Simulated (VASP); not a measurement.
**Be2H: relaxation of cell and atoms with PBE**

Be2H:

```xyz
3
Lattice="2.3783 0.0000 0.0000 -1.1892 2.0597 0.0000 0.0000 0.0000 4.0688" Properties=species:S:1:pos:R:3 pbc="T T T"
Be    0.0000    1.3731    1.1678
Be    1.1892    0.6866    2.9009
H     0.0000    0.0000    0.0000
```

```
Program                : VASP 6.6.1
Task                   : relaxation of cell and atoms
Functional             : PBE
Potentials or basis    : VASP PAW PBE potentials, release 64 (Be, H)
Cutoff                 : 600 eV
k mesh                 : 24 × 24 × 12
Occupations            : gaussian, width 0.1 eV
Spin                   : no spin polarisation
Dipole correction      : no
Further INCAR settings : ALGO = Normal; EDIFF = 1e-06; IBRION = 2; EDIFFG = -0.01; NSW = 100; ISIF = 3
```

```json
{"Relaxed volume": "6.74 Å³/atom", "Relaxed cell": "a = 2.220 Å, b = 2.220 Å, c = 4.737 Å, α = 90.00°, β = 90.00°, γ = 120.00°", "Space group after relaxing (to 0.05 Å)": "P-3m1 (No. 164)", "Energy gained by relaxing": "64.8 meV/atom", "Ionic steps": "11", "Pressure after relaxing": "-0.1 GPa"}
```

The path:
```csv
step,energy change (eV),largest force (eV/Å),pressure (GPa),volume (Å³)
1,0.0000,0.0702,0.41,19.93
2,-0.0169,0.1525,0.16,19.98
3,-0.0812,0.3645,-0.24,20.09
4,-0.1797,0.2974,-0.19,20.18
5,0.0662,0.4011,5.45,19.88
6,-0.1913,0.1706,-0.01,20.17
7,-0.1923,0.1285,0.07,20.17
8,-0.1933,0.0773,0.06,20.21
9,-0.1940,0.0047,0.05,20.19
10,-0.1944,0.0015,-0.05,20.21
11,-0.1944,0.0017,-0.11,20.23
```

Final structure:
```xyz
3
Lattice="2.2205 0.0000 0.0000 -1.1102 1.9230 0.0000 0.0000 0.0000 4.7368" Properties=species:S:1:pos:R:3 pbc="T T T"
Be    0.0000    1.2820    1.4248
Be    1.1102    0.6410    3.3120
H    -1.1102    1.9230    0.0000
```

Levels at points of the mesh, in eV from the Fermi level:
| k point | band 1 | band 2 | band 3 | band 4 | band 5 | band 6 |
| --- | --- | --- | --- | --- | --- | --- |
| (0.00, 0.00, 0.00) | -12.04 | -7.60 | -4.47 | 10.61 | 10.64 | 17.92 |
| (0.50, 0.00, 0.00) | -5.61 | -2.59 | 0.17 | 2.26 | 3.57 | 6.30 |
| (0.00, 0.00, 0.50) | -11.39 | -9.70 | -0.11 | 2.60 | 17.20 | 18.10 |
| (0.50, 0.00, 0.50) | -4.95 | -3.64 | -0.42 | 1.31 | 6.86 | 9.70 |

Run time: 4.4 min on 1 thread of Intel(R) Xeon(R) Platinum 8488C (Sapphire Rapids) (shared host), peak memory 0.24 GiB.
